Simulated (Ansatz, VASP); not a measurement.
Si2W in VASP and in Ansatz

```
Si W
1.0
    -1.60533    1.60533    3.91091
     1.60533   -1.60533    3.91091
     1.60533    1.60533   -3.91091
Si W
2 1
Cartesian
  0.0000 0.0000 2.6206
  0.0000 0.0000 5.2013
  0.0000 0.0000 0.0000
```

Alike in both runs: task single point; functional LDA; k mesh 16 × 16 × 16; occupations fermi-dirac, width 0.05 eV; no spin polarisation.

|  | VASP | Ansatz |
| --- | --- | --- |
| version | VASP 6.6.1 | Ansatz 0.2.0 |
| potentials or method | VASP PAW LDA potentials, release 64 (Si, W_sv), cutoff 520 eV | all-electron LAPW, scalar-relativistic |

|  | VASP | Ansatz | Ansatz less VASP |
| --- | --- | --- | --- |
| pressure (GPa) | -4.3 | -5.1 | -0.75 |
| rms of the force components (eV/Å) | 0.006 | 0.002 | -0.0037 |

LDA's correlation is that of Perdew and Zunger in VASP and of Perdew and Wang (1992) in Ansatz. Atom by atom the forces differ by 0.008 eV/Å (rms over components). Ansatz ran all-electron here, and VASP with PAW potentials.

Neither program's run includes spin-orbit coupling.
